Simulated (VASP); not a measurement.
Input of a VASP 6.6.1 run:

Contents of INCAR:

```
PREC = Accurate ; ENCUT = 600
EDIFF = 1E-6 ; ISMEAR = -1
SIGMA = 0.05 ; LREAL = False
LASPH = True ; NELM = 60
ALGO = Normal ; ISIF = 3
LWAVE = False ; LCHARG = False
GGA = RP ; IBRION = 2
NSW = 60 ; EDIFFG = -0.01
```

The input KPOINTS:

```
Automatic mesh
0
Gamma
  10 10 10
```

Contents of POSCAR:

```
WC
1.0
    0.0000000000      2.1926840000      2.1926840000
    2.1926840000      0.0000000000      2.1926840000
    2.1926840000      2.1926840000      0.0000000000
W C
1 1
Direct
    0.0000000000      0.0000000000      0.0000000000
    0.5000000000      0.5000000000      0.5000000000
```

Potentials or basis: VASP PAW PBE potentials, release 64 (W_sv, C).

Launch:

```console
$ cat potpaw_PBE.64/W_sv/POTCAR potpaw_PBE.64/C/POTCAR > POTCAR
$ mpirun -np 1 vasp_std > vasp.out
```

Q: Estimate the space group after relaxing (to 0.05 Å).

A: Fm-3m (No. 225).

Q: Predict the relaxed volume.

A: 10.65 Å³/atom.

Q: What does it give for the relaxed cell?

A: a = 3.111 Å, b = 3.111 Å, c = 3.111 Å, α = 60.00°, β = 60.00°, γ = 60.00°.

Step by step:
```
step  energy change (eV)  largest force (eV/Å)  pressure (GPa)  volume (Å³)
   1              0.0000                0.0000            3.49        21.08
   2              0.0104                0.0000           -7.83        21.79
   3             -0.0022                0.0000           -0.01        21.29
```

Caveat: the PAW data sets were made with another functional, which shifts forces and pressure a little.
